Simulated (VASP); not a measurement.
# Be (P6_3/mmc) in VASP: notebook

The runs below take Be through single point, with LDA.

Program: VASP 6.6.1. These are calculated values, not measurements. Logs are shortened: lines on timing, memory, paths and dates and some standing lists are left out, and cuts for length are marked.

## (1) The cell of the first run

The structure is hexagonal, space group P6_3/mmc (No. 194). Conventional cell: a = 2.230 Å, b = 2.230 Å, c = 3.508 Å, α = 90.00°, β = 90.00°, γ = 120.00°. Within 2.9 Å of Be (site symmetry -6m2) lie 12 Be at 2.18 to 2.23 Å.

## (2) Single point, LDA

INCAR

```
SYSTEM = Be
PREC = Accurate
ENCUT = 520
EDIFF = 1E-6
ISMEAR = 1
SIGMA = 0.6
LREAL = .False.
LASPH = .True.
NELM = 80
ALGO = Normal
ISIF = 2
LWAVE = .False.
LCHARG = .False.
NBANDS = 9
```

KPOINTS

```
regular mesh
0
Gamma
  16 16 9
  0 0 0
```

POSCAR

```
Be
1.0
    2.2295160349      0.0000000000      0.0000000000
   -1.1147580175      1.9308175243      0.0000000000
    0.0000000000      0.0000000000      3.5083258361
Be
2
Direct
    0.3333333333      0.6666666667      0.2500000000
    0.6666666667      0.3333333333      0.7500000000
```

Potentials or basis: VASP PAW LDA potentials, release 64 (Be).

The run is started by

```sh
> cat potpaw_LDA.64/Be/POTCAR > POTCAR
> mpirun -np 1 vasp_std > vasp.out
```

OUTCAR:

```text
SYSTEM = Be
   PREC = Accurate
   ENCUT = 520
   EDIFF = 1E-6
   ISMEAR = 1
   LREAL = .False.
   LASPH = .True.
   NELM = 80
   ISIF = 2

 ion  position               nearest neighbor table
   1  0.333  0.667  0.250-   2 2.18   2 2.18   2 2.18   2 2.18   2 2.18   2 2.18
   2  0.667  0.333  0.750-   1 2.18   1 2.18   1 2.18   1 2.18   1 2.18   1 2.18

  LATTYP: Found a hexagonal cell.
 ALAT       =     2.2295160349
 C/A-ratio  =     1.5735817914

  Lattice vectors:

 A1 = (   2.2295160349,   0.0000000000,   0.0000000000)
 A2 = (  -1.1147580175,   1.9308175243,   0.0000000000)
 A3 = (   0.0000000000,   0.0000000000,   3.5083258361)

Analysis of symmetry for initial positions (statically):
=====================================================================
 Subroutine PRICEL returns:
 Original cell was already a primitive cell.

 Routine SETGRP: Setting up the symmetry group for a
 hexagonal supercell.

 Subroutine GETGRP returns: Found 24 space group operations
 (whereof 12 operations were pure point group operations)
 out of a pool of 24 trial point group operations.

The static configuration has the point symmetry D_3d.
 The point group associated with its full space group is D_6h.

Analysis of symmetry for dynamics (positions and initial velocities):
=====================================================================
 Subroutine PRICEL returns:
 Original cell was already a primitive cell.

 Routine SETGRP: Setting up the symmetry group for a
 hexagonal supercell.

 Subroutine GETGRP returns: Found 24 space group operations
 (whereof 12 operations were pure point group operations)
 out of a pool of 24 trial point group operations.

The dynamic configuration has the point symmetry D_3d.
 The point group associated with its full space group is D_6h.

 Subroutine INISYM returns: Found 24 space group operations
 (whereof 12 operations are pure point group operations),
 and found     1 'primitive' translations

----------------------------------------------------------------------------------------

                                     Primitive cell

  volume of cell :      15.1026

  direct lattice vectors                    reciprocal lattice vectors
     2.229516035  0.000000000  0.000000000     0.448527835  0.258957666  0.000000000
    -1.114758018  1.930817524  0.000000000     0.000000000  0.517915332  0.000000000
     0.000000000  0.000000000  3.508325836     0.000000000  0.000000000  0.285036239

  length of vectors
     2.229516035  2.229516035  3.508325836     0.517915332  0.517915332  0.285036239

  position of ions in fractional coordinates (direct lattice)
     0.333333333  0.666666667  0.250000000
     0.666666667  0.333333333  0.750000000

  ion indices of the primitive-cell ions
   primitive index   ion index
                 1           1
                 2           2

----------------------------------------------------------------------------------------

 KPOINTS: regular mesh

Automatic generation of k-mesh.
 Grid dimensions read from file:
 generate k-points for:   16   16    9

 Generating k-lattice:

  Cartesian coordinates                     Fractional coordinates (reciprocal lattice)
     0.028032990  0.016184854  0.000000000     0.062500000  0.000000000  0.000000000
     0.000000000  0.032369708  0.000000000     0.000000000  0.062500000  0.000000000
     0.000000000  0.000000000  0.031670693     0.000000000  0.000000000  0.111111111

  Length of vectors
     0.032369708  0.032369708  0.031670693

  Shift w.r.t. Gamma in fractional coordinates (k-lattice)
     0.000000000  0.000000000  0.000000000

 Subroutine IBZKPT returns following result:
 ===========================================

 Found    150 irreducible k-points:

 Following reciprocal coordinates:
            Coordinates               Weight
  0.000000  0.000000  0.000000      1.000000
  0.062500  0.000000  0.000000      6.000000
  0.125000  0.000000  0.000000      6.000000
  0.187500  0.000000  0.000000      6.000000
  0.250000  0.000000  0.000000      6.000000
  0.312500  0.000000  0.000000      6.000000
[... 16 lines left out ...]
  0.187500  0.187500  0.000000      6.000000
  0.250000  0.187500  0.000000     12.000000
 [... further k-points ...]
   k-points           NKPTS =    150   k-points in BZ     NKDIM =    150   number of bands    NBANDS=      9
   number of dos      NEDOS =    301   number of ions     NIONS =      2
   total plane-waves  NPLWV =   9072
   dimension x,y,z NGX =    18 NGY =   18 NGZ =   28
   dimension x,y,z NGXF=    36 NGYF=   36 NGZF=   56
   ions per type =               2
   NGX,Y,Z   is equivalent  to a cutoff of  13.42, 13.42, 13.27 a.u.
   NGXF,Y,Z  is equivalent  to a cutoff of  26.84, 26.84, 26.54 a.u.
 SYSTEM =  Be
   PREC   = accura    normal or accurate (medium, high low for compatibility)
   ISTART =      0    job   : 0-new  1-cont  2-samecut
   ICHARG =      2    charge: 1-file 2-atom 10-const
   ISPIN  =      1    spin polarized calculation?
   LNONCOLLINEAR =      F non collinear calculations
   LSORBIT =      F    spin-orbit coupling
   LASPH  =      T    aspherical Exc in radial PAW
   ENCUT  =  520.0 eV  38.22 Ry    6.18 a.u.   4.15  4.15  6.52*2*pi/ulx,y,z
   NELM   =     80;   NELMIN=  2; NELMDL= -5     # of ELM steps
   EDIFF  = 0.1E-05   stopping-criterion for ELM
   LREAL  =      F    real-space projection
   EDIFFG = 0.1E-04   stopping-criterion for IOM
   NSW    =      0    number of steps for IOM
   IBRION =     -1    ionic relax: 0-MD 1-quasi-New 2-CG
   NFREE  =      0    steps in history (QN), initial steepest desc. (CG)
   ISIF   =      2    stress and relaxation
   ISYM   =      2    0-nonsym 1-usesym 2-fastsym
   POTIM  = 0.5000    time-step for ionic-motion
   TEBEG  =    0.0;   TEEND  =   0.0 temperature during run
   PSTRESS=    0.0 pullay stress
   NELECT =       4.0000    total number of electrons
   NUPDOWN=      -1.0000    fix difference up-down
   EMIN   =  10.00;   EMAX   =-10.00  energy-range for DOS
   EFERMI =   0.00;   METHOD = LEGACY
   ISMEAR =     1;   SIGMA  =   0.60  broadening in eV -4-tet -1-fermi 0-gaus
   EFERMI_NEDOS =   21; number of points for ismear=-14 and -15
   IALGO  =     38    algorithm
   IMIX   =      4    mixing-type and parameters
     AMIX     =   0.40;   BMIX     =  1.00
     AMIX_MAG =   1.60;   BMIX_MAG =  1.00
  volume/ion in A,a.u.               =       7.55        50.96
  Fermi-wavevector in a.u.,A,eV,Ry     =   1.051343  1.986749 15.038807  1.105321
  Thomas-Fermi vector in A             =   2.186382
   LORBIT       =      0    0 simple, 1 ext, 2 COOP (PROOUT), +10 PAW based schemes
   GGA     = CA    functional components
   LHFCALC =     F    Hartree Fock is set to
   AEXX    =    0.0000 exact exchange contribution
   IVDW    =     0    specifies the selected vdW correction
   LEPSILON=     F    determine dielectric tensor
   LRPA    =     F    only Hartree local field effects (RPA)
 non-spin polarized calculation
 Methfessel and Paxton  Order N= 1 SIGMA  =   0.60
  energy-cutoff  :      520.00
  volume of cell :       15.10
 maximum number of plane-waves:       424
 NGX is ok and might be reduce to    18
   NGX =  9   NGY =  9   NGZ = 13

 number of electron       4.0000000 magnetization

 Free energy of the ion-electron system (eV)
  ---------------------------------------------------
  ext. energy  EPLUGINS =         0.00000000
  ---------------------------------------------------
  free energy    TOTEN  =        -8.42197304 eV

  energy without entropy =       -8.42777856  energy(sigma->0) =       -8.42390821

 E-fermi :   7.0534     XC(G=0): -10.7732

 val. band max:        6.7792705905   @ k =   0.3125   0.1875   0.0000
 cond. band min:       7.0926482627   @ k =   0.3125   0.1250   0.0000
 fundamental gap:      0.3133776722
 Fermi energy:         7.0533892245

 k-point     1 :       0.0000    0.0000    0.0000
  band No.  band energies     occupation
      1      -4.3016      2.00000
      2       2.5475      2.00000
      3       8.5489     -0.00239
      4      23.4468      0.00000
      5      23.4468      0.00000
      6      26.3776      0.00000
      7      26.3776      0.00000
      8      28.4990      0.00000
      9      35.1400      0.00000

 k-point     2 :       0.0625    0.0000    0.0000
  band No.  band energies     occupation
      1      -4.1895      2.00000
      2       2.6990      2.00000
      3       8.5718     -0.00202
      4      22.5451      0.00000
      5      22.7577      0.00000
      6      26.3979      0.00000
      7      26.7213      0.00000
      8      28.2828      0.00000
      9      33.3161      0.00000

 k-point     3 :       0.1250    0.0000    0.0000
  band No.  band energies     occupation
      1      -3.8530      2.00000
      2       3.1528      2.00000
      3       8.6301     -0.00128
      4      20.4149      0.00000
      5      21.4442      0.00000
      6      26.3407      0.00000
      7      26.9563      0.00000
      8      27.5046      0.00000
      9      30.8063      0.00000

 k-point     4 :       0.1875    0.0000    0.0000
  band No.  band energies     occupation
      1      -3.2913      2.00000
      2       3.9068      2.00000
      3       8.6765     -0.00088
      4      17.9146     -0.00000
      5      20.1084      0.00000
      6      25.8237      0.00000
      7      25.8803      0.00000
      8      26.6508      0.00000
      9      28.6050      0.00000

 k-point     5 :       0.2500    0.0000    0.0000
  band No.  band energies     occupation
      1      -2.5047      2.00000
      2       4.9567      2.00001
      3       8.5650     -0.00212
      4      15.6461     -0.00000
      5      18.9314     -0.00000
      6      23.4320      0.00000
      7      24.1293      0.00000
      8      26.0477      0.00000
      9      27.7193      0.00000

 k-point     6 :       0.3125    0.0000    0.0000
  band No.  band energies     occupation
      1      -1.4972      2.00000
      2       6.2929      2.07039
      3       7.9731     -0.05233
      4      14.1422     -0.00000
      5      17.9810     -0.00000
      6      20.6091      0.00000
      7      21.9444      0.00000
      8      25.4136      0.00000
      9      27.5888      0.00000
[... 169 lines left out ...]
 k-point    21 :       0.3750    0.1250    0.0000
  band No.  band energies     occupation
      1       1.4520      2.00000
      2       5.4552      2.00108
      3      10.0911     -0.00000
      4      12.4852     -0.00000
      5      14.5601     -0.00000
      6      15.5815     -0.00000
      7      20.6570      0.00000
      8      23.7898      0.00000
      9      26.0082      0.00000

 k-point    22 :       0.4375    0.1250    0.0000
  band No.  band energies     occupation
      1       2.4241      2.00000
      2       4.3522      2.00000
      3      11.2814     -0.00000
      4      12.6775     -0.00000
      5      14.1469     -0.00000
      6      14.1886     -0.00000
      7      20.3522      0.00000
      8      23.6950      0.00000
      9      25.8276      0.00000

 k-point    23 :       0.1875    0.1875    0.0000
  band No.  band energies     occupation
      1      -1.2562      2.00000
      2       6.5921      1.96323
      3       8.6374     -0.00121
      4      12.8249     -0.00000
      5      16.0484     -0.00000
      6      21.4574      0.00000
      7      23.5347      0.00000
      8      24.1139      0.00000
      9      26.6184      0.00000

 k-point    24 :       0.2500    0.1875    0.0000
  band No.  band energies     occupation
      1      -0.1243      2.00000
      2       8.0532     -0.04007
      3       8.1609     -0.02546
      4      11.1268     -0.00000
      5      15.1643     -0.00000
      6      19.3434      0.00000
      7      22.4787      0.00000
      8      23.5382      0.00000
      9      24.7700      0.00000

 [... further k-points ...]
[... 5 lines left out ...]
  --------------------------------------------------------------------------------------
  -------------------------------------------------------------------------------------
  Total        0.0341845      0.0341845      0.0433733     -0.0000000      0.0000000      0.0000000
  in kB        3.6264980      3.6264980      4.6013026     -0.0000000      0.0000000      0.0000000
  external PRESSURE =       3.9514329 kB  Pullay stress =       0.0000000 kB

 VOLUME and BASIS-vectors are now :
 -----------------------------------------------------------------------------
  energy-cutoff  :      520.00
  volume of cell :       15.10
      direct lattice vectors                 reciprocal lattice vectors
     2.229516035  0.000000000  0.000000000     0.448527835  0.258957666  0.000000000
    -1.114758018  1.930817524  0.000000000     0.000000000  0.517915332  0.000000000
     0.000000000  0.000000000  3.508325836     0.000000000  0.000000000  0.285036239

 POSITION                                       TOTAL-FORCE (eV/Angst)
 -----------------------------------------------------------------------------------
     -0.00000      1.28721      0.87708        -0.000000     -0.000000      0.000000
      1.11476      0.64361      2.63124         0.000000      0.000000      0.000000
 -----------------------------------------------------------------------------------
    total drift:                                0.000000     -0.000000      0.000000

  FREE ENERGIE OF THE ION-ELECTRON SYSTEM (eV)
  ---------------------------------------------------
  free  energy   TOTEN  =        -8.4219730385 eV

  energy  without entropy=       -8.4277785558  energy(sigma->0) =       -8.42390821
```

Wall time 12 s (1 thread of Intel Xeon Platinum 8259CL at 2.50GHz (Skylake/Cascade Lake), shared host); peak memory 0.12 GiB.

What came out:

| Quantity | Value |
| --- | --- |
| Free energy | -8.4220 eV |
| Pressure | 0.4 GPa |
| Band gap on the k mesh | zero (band 2 reaches 8.05 eV, above the bottom of band 3 at 6.47 eV) |

## (3) Single point, LDA

INCAR

```
PREC = Accurate
ENCUT = 520
EDIFF = 1E-6
ISMEAR = 1
SIGMA = 1.0
LREAL = False
LASPH = True
NELM = 80
ALGO = Normal
ISIF = 2
LWAVE = False
LCHARG = False
NBANDS = 9
```

KPOINTS

```
Automatic mesh
0
Gamma
  16 16 9
```

POSCAR is that of step 2.

Potentials or basis: VASP PAW LDA potentials, release 64 (Be).

The run is started by

```sh
> cat potpaw_LDA.64/Be/POTCAR > POTCAR
> mpirun -np 1 vasp_std > vasp.out
```

Wall time 12 s (1 thread of Intel Xeon Platinum 8259CL at 2.50GHz (Skylake/Cascade Lake), shared host); peak memory 0.13 GiB.

The run converged. Its results:

```
Free energy            : -8.4135 eV
Pressure               : 0.1 GPa
Band gap on the k mesh : zero (band 2 reaches 8.05 eV, above the bottom of band 3 at 6.47 eV)
```

Stress tensor (GPa, compression positive):
```
0.08 0.00 0.00
0.00 0.08 0.00
0.00 0.00 0.17
```

Levels at points of the mesh, in eV from the Fermi level:
| k point | band 1 | band 2 | band 3 | band 4 | band 5 |
| --- | --- | --- | --- | --- | --- |
| (0.00, 0.00, 0.00) | -11.51 | -4.66 | 1.34 | 16.24 | 16.24 |
| (0.50, 0.00, 0.00) | -5.22 | -3.18 | 3.63 | 6.61 | 7.01 |
